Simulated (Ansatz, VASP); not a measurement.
**One calculation of InP, two programs**

```
CELL_PARAMETERS angstrom
0.00000 2.96858 2.91239
2.96858 0.00000 2.91239
2.96858 2.96858 0.00000
ATOMIC_POSITIONS crystal
In 0.00000 0.00000 0.00000
P 0.25000 0.25000 0.25000
```

Change from the starting cell: strained cell.

Alike in both runs: task relaxation of the atoms; functional PBEsol; k mesh 10 × 10 × 10; occupations gaussian, width 0.02 eV; no spin polarisation.

|  | VASP | Ansatz |
| --- | --- | --- |
| version | VASP 6.6.1 | Ansatz 0.2.0 |
| potentials or method | VASP PAW PBE potentials, release 64 (In_d, P), cutoff 450 eV | scalar-relativistic, plane waves, PAW |
| valence electrons in the cell | 18 | 18 |

```tsv
	VASP	Ansatz	Ansatz less VASP
gap on the k mesh at the Fermi level, each at its own relaxed structure (eV)	0.45	0.45	+0.001
```

VASP's potentials were made for PBE, not for PBEsol. Ansatz's warnings: stress scf threshold loose.

Noted on VASP's run: the relaxation stopped at its first step, so nothing moved.
